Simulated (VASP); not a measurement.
Runs of VASP 6.6.1 on MgS. It takes space group F-43m (No. 216, cubic). The conventional cell has a = 5.662 Å, b = 5.662 Å, c = 5.662 Å, α = 90.00°, β = 90.00°, γ = 90.00°. Within 3.2 Å of Mg (site symmetry -43m) lie 4 S at 2.45 Å. S (site symmetry -43m) has 4 Mg at 2.45 Å within 3.2 Å. 

```csv
task,level,potentials or basis,k mesh,cutoff (eV),smearing,GW scheme,GW iterations,cutoff of the response function,frequency points,empty bands,gap on the mesh (eV),pressure (GPa)
single point,LDA,"VASP PAW LDA potentials, release 64 (Mg, S)",4 × 4 × 4,600,gaussian 0.01 eV,-,-,-,-,-,(a),-2.3
single point,PBE,"VASP PAW PBE potentials, release 64 (Mg, S)",6 × 6 × 6,600,methfessel-paxton 0.001 eV,-,-,-,-,-,3.46,1.0
single point,PBE,"VASP PAW PBE potentials, release 64 (Mg, S)",6 × 6 × 6,600,gaussian 0.05 eV,-,-,-,-,-,3.46,1.0
single point,r2SCAN,"VASP PAW PBE potentials, release 64 (Mg, S)",6 × 6 × 6,660,gaussian 0.01 eV,-,-,-,-,-,4.13,-0.2
single point,PBE,"VASP PAW PBE potentials, release 64 (Mg, S)",6 × 6 × 6,600,gaussian 0.01 eV,-,-,-,-,-,3.46,1.0
single point,PBE,"VASP PAW PBE potentials, release 64 (Mg, S)",2 × 2 × 2,600,gaussian 0.01 eV,-,-,-,-,-,3.37,(b)
```

Alike in all rows: no spin polarisation; cell as given.

Problem. Fill in the values left out.

Solution. (a) 3.19; (b) 4.1.

Caveats: some runs use coarse meshes; the PAW data sets were made with another functional, which shifts forces and pressure a little (some runs).

A k mesh can miss the band edges.
